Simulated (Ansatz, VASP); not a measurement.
**Two plane-wave programs on CaTi2**

```
Ca Ti
1.0
     3.14151    0.00000    0.00000
    -1.57076    2.72063    0.00000
     0.00000    0.00000   15.61227
Ca Ti
2 4
Cartesian
  0.0000 1.8138 3.9031
  1.5708 0.9069 11.7092
  0.0000 1.8138 8.8510
  1.5708 0.9069 1.0449
  0.0000 1.8138 14.5674
  1.5708 0.9069 6.7612
```

Alike in both runs: functional r2SCAN; k mesh 12 × 12 × 4; occupations gaussian, width 0.1 eV; no spin polarisation.

Ansatz relaxed the structure, and its values are those at the end. VASP's run is a single point on that final structure, the one shown.

|  | VASP | Ansatz |
| --- | --- | --- |
| version | VASP 6.6.1 | Ansatz 0.2.0 |
| potentials or method | VASP PAW PBE potentials, release 64 (Ca_sv, Ti_sv), cutoff 520 eV | scalar-relativistic, plane waves, PAW |
| valence electrons in the cell | 68 | 68 |

```csv
,VASP,Ansatz,Ansatz less VASP
gap on the k mesh at the Fermi level (eV),none,none,-
pressure (GPa),0.2,0.0,-0.22
rms of the force components (eV/Å),0.013,0.000,-0.0128
```

VASP's potentials were made for PBE, not for r2SCAN. A gap of «none» marks a metal or a gap that the smearing closes. With one functional, cell and mesh, what is left measures potentials, basis and numerics.
